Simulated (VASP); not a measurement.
# H21C12N7 in VASP: further runs, part 2 of 2

VASP 6.6.1. Earlier steps stand in the parts before.

### Step 3. Single point, PBE

The input, INCAR:

```
  ALGO = Normal
  EDIFF = 1E-6
  ENCUT = 520
  GGA = PE
  ISIF = 2
  ISMEAR = -1
  LASPH = T
  LCHARG = F
  LREAL = Auto
  LWAVE = F
  NBANDS = 78
  NELM = 60
  PREC = Accurate
  SIGMA = 0.02
```

The input, KPOINTS:

```
k-points
0
Gamma
  1 1 1
```

The input, POSCAR:

```
H21C12N7
1.0
    8.2474740000      0.0000000000      0.0000000000
    0.0000000000      8.2474740000      0.0000000000
    0.0000000000      0.0000000000      8.2474740000
N H C
7 21 12
Direct
    0.8955226776      0.8533279402      0.1074632063
    0.9845317488      0.1721739286      0.3262453449
    0.3637719864      0.5279919646      0.2592066371
    0.7051371123      0.5747456736      0.6796626458
    0.1285605750      0.7665862299      0.7679927212
    0.5800685155      0.0080873247      0.2816983721
    0.6303505776      0.1550777850      0.8311029535
    0.9859261151      0.9216155152      0.1433772328
    0.9481206003      0.8150616783     -0.0002667483
    0.7782867821      0.8745101834      0.1011461206
    1.2498008481      0.3573821512      0.0599213771
    1.2128562030      0.1424193638      0.0204911225
    1.0565538006      0.2773091494     -0.0258988388
    0.5738241794      0.6327513127     -0.0464142112
    0.7142065558      0.5095499543      0.0626252353
    0.5613476320      0.4214866273     -0.0499789390
    0.8619002618      0.7018027580      0.3681733340
    1.0186149117      0.5802503894      0.4667853454
    0.8928551942      0.4711988180      0.3409528784
    0.2765089044      0.5448213598      0.5186436477
    0.4390556430      0.6875074720      0.6059431045
    0.3816441252      0.4746180467      0.6760372934
    0.4403893847      0.3187036419      0.4570611559
    0.2722651808      0.2144171658      0.4437116140
    0.3907984433      0.1392790083      0.5917569428
    0.8930855678      0.3177942725      0.5715204437
    0.8271744779      0.1087726982      0.5232874938
    0.6913389481      0.2816256226      0.4858336019
    1.1566329279      0.2537382961      0.0657413409
    1.0580936660      0.2260328435      0.2082092044
    0.5867372240      0.5217476284      0.0285299475
    0.4746665464      0.5086405850      0.1744291646
    0.8960925491      0.5847244866      0.4356364143
    0.7841431207      0.5731209338      0.5658702289
    0.3428807414      0.5903019518      0.6208931365
    0.2182001422      0.6716601956      0.7138549330
    0.4021473726      0.1881667041      0.4662154740
    0.5028569960      0.0840621019      0.3697131995
    0.7939521846      0.2295369467      0.5741030526
    0.7090655878      0.1930772986      0.7195778974
```

Potentials or basis: VASP PAW PBE potentials, release 64 (N, H, C).

Started as:

```sh
$ cat potpaw_PBE.64/N/POTCAR potpaw_PBE.64/H/POTCAR potpaw_PBE.64/C/POTCAR > POTCAR
$ mpirun -np 1 vasp_gam > vasp.out
```

Run time: 1.8 min. Hardware: 1 thread of Intel Xeon Platinum 8259CL at 2.50GHz (Skylake/Cascade Lake), shared host; peak memory 0.54 GiB.

Results (log left out):

| Quantity | Value |
| --- | --- |
| Free energy | -237.5304 eV |
| Pressure | 0.3 GPa |
| Largest force | 6.513 eV/Å |
| Band gap on the k mesh | 3.25 eV |

Forces in eV/Å, atoms in the order of the input:
```
N    2.016 -3.020 -1.788
N    3.178  2.385 -5.160
N   -0.199 -0.364  0.577
N   -1.778  0.110  2.241
N   -0.328 -0.167  0.378
N    1.063 -1.145 -0.891
N    0.060  0.051 -0.059
H   -0.024  1.846  1.398
H   -1.083 -0.269  0.200
H   -0.934  1.338  0.155
H   -1.361 -1.096  0.596
H    0.164 -0.269  0.337
H    0.893  0.164  0.121
H   -0.284 -0.139  0.736
H    0.073  0.102  0.182
H   -0.186 -0.825 -0.508
H    0.798 -1.135  0.153
H    1.777  0.474  0.938
H   -0.540  2.085  1.631
H    0.253  0.348 -1.411
H   -0.492 -1.402 -0.451
H    0.502  0.599  0.388
H    0.520 -0.900  0.499
H    0.112 -1.107 -1.125
H    0.687  0.495 -0.200
H   -0.049 -0.554  0.546
H    0.150  0.828  0.094
H    1.893 -0.807  1.235
C   -0.839  1.170 -1.659
C   -1.581 -2.530  4.787
C   -0.402  0.053  1.439
C    1.187  1.400 -2.523
C   -1.996 -0.769 -3.729
C    1.873  0.123 -1.428
C   -0.243  0.227  1.256
C    0.129  0.624  0.239
C   -0.844  1.184  1.385
C   -1.910  1.029  0.210
C   -1.983 -0.427 -1.987
C   -0.271  0.287  1.200
```

Stress tensor (GPa, compression positive):
```
 0.53 -0.52  0.48
-0.52 -0.95  1.81
 0.48  1.81  1.19
```

Levels at points of the mesh, in eV from the valence-band top:
| k point | band 49 | band 50 | band 51 | band 52 | band 53 | band 54 | band 55 | band 56 |
| --- | --- | --- | --- | --- | --- | --- | --- | --- |
| (0.00, 0.00, 0.00) | -2.64 | -2.50 | -2.45 | 0.00 | 3.25 | 3.51 | 3.79 | 3.87 |

Caveat: the k points lie up to 0.76 Å⁻¹ apart.

### Step 4. Single point, PBE

The input, INCAR:

```
ALGO = Normal
EDIFF = 1E-7
ENCUT = 520
GGA = PE
ISIF = 2
ISMEAR = -1
LASPH = True
LCHARG = False
LREAL = Auto
LWAVE = False
NBANDS = 78
NELM = 60
PREC = Accurate
SIGMA = 0.02
```

KPOINTS is that of step 3.

The input, POSCAR:

```
H21C12N7
1.0
    8.2474740000      0.0000000000      0.0000000000
    0.0000000000      8.2474740000      0.0000000000
    0.0000000000      0.0000000000      8.2474740000
N H C
7 21 12
Direct
    0.9120853245      0.8317698243      0.1230316094
    0.9997242792      0.2080030807      0.3021167451
    0.3663545954      0.5268522217      0.2528289268
    0.7169831636      0.6224087521      0.7179410326
    0.0985392618      0.7616271358      0.7928730663
    0.6086833375     -0.0134344164      0.2754782858
    0.6259007303      0.1440804785      0.8315394507
    0.9719703269      0.8904787090      0.1999036311
    0.9915763299      0.8250647410      0.0122219239
    0.8232823771      0.9030765056      0.0787756348
    1.1754144360      0.3945935446      0.0277660772
    1.2150265645      0.1760417796      0.0120521750
    1.0224706377      0.2447537270     -0.0698638153
    0.6321450665      0.6227361250     -0.0489119456
    0.7058403579      0.4636086152      0.0915795551
    0.5390741456      0.4198376376     -0.0386663844
    0.8774807899      0.7055857345      0.4001467601
    0.9890422207      0.5393045192      0.4467307202
    0.7883504695      0.5108351963      0.3531990522
    0.2333684229      0.5295318300      0.5413900062
    0.4014683769      0.6457371069      0.6267737249
    0.3429898657      0.4383160226      0.7213845112
    0.3678580860      0.3092098259      0.3648268549
    0.3010861265      0.0745925358      0.4016745006
    0.4348604191      0.1738471682      0.5426873731
    0.9383964108      0.2138230445      0.6408265125
    0.8502118346      0.0343135365      0.5731573085
    0.7628396282      0.2281789552      0.4895680787
    1.1164751777      0.2626501157      0.0203819982
    1.0428041362      0.2402553800      0.1729256740
    0.5961704153      0.5180252766      0.0308336831
    0.4780009006      0.5421053767      0.1609098737
    0.8629308804      0.5755095439      0.4401226363
    0.7900115842      0.6030694974      0.5971040345
    0.3101555701      0.5606807612      0.6608568878
    0.1976120204      0.6692473356      0.7265376041
    0.3797768868      0.1823588653      0.4162122851
    0.5307928221      0.0980421399      0.3216136238
    0.8216455123      0.1664145895      0.5986560249
    0.7091019626      0.1771208979      0.7253251117
```

Started as:

```sh
$ cat potpaw_PBE.64/N/POTCAR potpaw_PBE.64/H/POTCAR potpaw_PBE.64/C/POTCAR > POTCAR
$ mpirun -np 1 vasp_gam > vasp.out
```

Wall time 1.9 min (1 thread of Intel Xeon Platinum 8259CL at 2.50GHz (Skylake/Cascade Lake), shared host); peak memory 0.54 GiB.

Results (log left out):

* Free energy: -237.2545 eV
* Pressure: -0.9 GPa
* Largest force: 9.001 eV/Å
* Band gap on the k mesh: 3.62 eV

Forces in eV/Å, atoms in the order of the input:
```
N   -0.031 -2.873 -5.813
N   -0.504 -0.049  1.045
N    2.532  0.799 -1.838
N    0.749  0.081 -1.269
N    4.454 -3.871 -3.287
N   -0.630  1.718  0.325
N   -2.080  0.131  2.191
H    2.225  2.553  3.035
H   -1.436 -0.187  2.437
H   -0.706  0.413  0.321
H   -1.053 -1.925 -0.644
H    0.303 -0.356 -0.396
H    0.128  0.232 -0.697
H   -0.417 -0.672  0.817
H   -0.427  0.444 -0.630
H    0.288  0.003 -0.398
H   -0.286 -0.756 -0.598
H    0.184 -0.754  0.044
H   -0.016 -0.210  0.017
H    1.826  0.034  1.297
H    1.740 -0.259 -0.557
H   -0.281  1.881 -0.386
H   -0.716 -1.224  0.581
H   -0.764  1.139 -0.027
H   -0.874  0.569 -0.788
H    0.010  0.570 -0.534
H   -0.582  1.001 -0.050
H    1.349 -0.642  0.793
C    1.120  2.537  0.001
C    0.196 -0.399  0.425
C    0.393 -0.035  1.023
C   -2.483 -0.438  1.331
C    0.383  2.585  0.410
C   -1.030 -0.762  0.948
C   -1.733 -2.156 -2.424
C   -5.774  4.457  5.273
C    4.168 -1.546 -0.659
C   -1.369 -0.909  0.724
C    0.456 -0.232 -1.825
C    0.691 -0.893 -0.221
```

Stress tensor (GPa, compression positive):
```
-0.75  1.64 -0.36
 1.64 -3.12 -0.13
-0.36 -0.13  1.08
```

Levels at points of the mesh, in eV from the valence-band top:
```tsv
k point	band 48	band 49	band 50	band 51	band 52	band 53	band 54	band 55	band 56	band 57
(0.00, 0.00, 0.00)	-2.19	-2.14	-2.11	-1.99	0.00	3.62	4.05	4.34	4.41	4.54
```

Caveat: the k points lie up to 0.76 Å⁻¹ apart.

### Step 5. Summary

| cell | gap on the mesh (eV) | pressure (GPa) | largest force (eV/Å) |
| --- | --- | --- | --- |
| as given, atomic positions A | 5.18 | 0.8 | 5.66 |
| as given, atomic positions B | 3.25 | 0.3 | 6.51 |
| as given, atomic positions C | 3.62 | -0.9 | 9.00 |

Alike in all rows: task single point; level PBE; potentials or basis VASP PAW PBE potentials, release 64 (N, H, C); no spin polarisation; k mesh 1 × 1 × 1; cutoff (eV) 520; smearing fermi-dirac 0.02 eV.

Caveats: all runs use coarse meshes.

Total energies depend on the potentials used, so only differences within one code and one set of settings carry meaning.
